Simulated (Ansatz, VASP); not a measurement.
Two plane-wave programs on Mg

```
Mg
1.0
     3.20847    0.00000    0.00000
    -1.60423    2.77861    0.00000
     0.00000    0.00000    5.14422
Mg
2
Direct
  0.33333 0.66667 0.25000
  0.66667 0.33333 0.75000
```

Alike in both runs: task relaxation of cell and atoms; functional PBE; dispersion D3(BJ); k mesh 18 × 18 × 8; occupations gaussian, width 0.1 eV; no spin polarisation.

```csv
,VASP,Ansatz
version,VASP 6.6.1,Ansatz 0.2.0
potentials or method,"VASP PAW PBE potentials, release 64 (Mg), cutoff 600 eV","scalar-relativistic, plane waves, PAW"
valence electrons in the cell,4,20
```

```csv
,VASP,Ansatz,Ansatz less VASP
"gap on the k mesh at the Fermi level, each at its own relaxed structure (eV)",none,none,-
relaxed volume (Å³/atom),21.64,21.68,+0.038
relaxed length of the cell vector where the two differ most in proportion (Å),5.046,5.052,+0.0058
```

A gap of «none» marks a metal or a gap that the smearing closes. VASP's potentials hold 4 valence electrons a cell and Ansatz's 20, so a difference there can come from the potentials and not from the codes.
